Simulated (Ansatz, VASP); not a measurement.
One calculation of GaRh3C, two programs

The input INCAR:

```
PREC     = Accurate       # precision mode
ENCUT    = 600            # plane-wave cutoff, eV
EDIFF    = 1E-6           # SCF threshold, eV
ISMEAR   = 0              # smearing method
SIGMA    = 0.1            # smearing width, eV
LREAL    = F              # projectors in reciprocal space
LASPH    = T              # aspherical terms in the spheres
NELM     = 80             # most SCF steps
ALGO     = Normal         # electronic algorithm
ISIF     = 3              # what is computed and relaxed
LWAVE    = F              # write WAVECAR
LCHARG   = F              # write CHGCAR
GGA      = PS             # functional
IBRION   = 2              # ionic algorithm
NSW      = 100            # ionic steps
EDIFFG   = -0.05          # ionic threshold
```

The input KPOINTS:

```
regular mesh
0
Gamma
  6 6 6
```

File POSCAR:

```
GaRh3C
1.0
    3.8418924909      0.0000000000      0.0000000000
    0.0000000000      3.8418924909      0.0000000000
    0.0000000000      0.0000000000      3.8418924909
Ga Rh C
1 3 1
Direct
    0.0000000000      0.0000000000      0.0000000000
    0.0000000000      0.5000000000      0.5000000000
    0.5000000000      0.0000000000      0.5000000000
    0.5000000000      0.5000000000      0.0000000000
    0.5000000000      0.5000000000      0.5000000000
```

Input for Ansatz:

```yaml
crystal:
  lattice:
    - [3.8418924909, 0.0, 0.0]
    - [0.0, 3.8418924909, 0.0]
    - [0.0, 0.0, 3.8418924909]
  atoms:
    - { symbol: Ga, position: [0.0, 0.0, 0.0] }
    - { symbol: Rh, position: [0.0, 0.5, 0.5] }
    - { symbol: Rh, position: [0.5, 0.0, 0.5] }
    - { symbol: Rh, position: [0.5, 0.5, 0.0] }
    - { symbol: C, position: [0.5, 0.5, 0.5] }
basis:
  ecutwfc: 420
kpoints:
  mp_grid: { grid: [6, 6, 6] }
hamiltonian:
  xc: pbesol
scf:
  occupations: { method: gaussian, width: 0.1 }
output:
  forces: true
  stress: true
  eigenvalues: true
relax:
  adjacent_minimum: "off"
  f_tol: 0.05
  max_steps: 80
  cell: { stress_tol: 0.5 }
```

Alike in both runs: task relaxation of cell and atoms; functional PBEsol; k mesh 6 × 6 × 6; occupations gaussian, width 0.1 eV; no spin polarisation.

```csv
,VASP,Ansatz
version,VASP 6.6.1,Ansatz 0.2.0
potentials or method,"VASP PAW PBE potentials, release 64 (Ga_d, Rh_pv, C), cutoff 600 eV","scalar-relativistic, plane waves, PAW"
valence electrons in the cell,62,68
```

```csv
,VASP,Ansatz,Ansatz less VASP
"gap on the k mesh at the Fermi level, each at its own relaxed structure (eV)",none,none,-
relaxed volume (Å³/atom),12.76,12.75,-0.013
relaxed cell length with the largest relative difference (Å),3.996,3.995,-0.0014
```

VASP's potentials were made for PBE, not for PBEsol. A gap of «none» marks a metal or a gap that the smearing closes. VASP's potentials hold 62 valence electrons a cell and Ansatz's 68, so a difference there can come from the potentials and not from the codes.
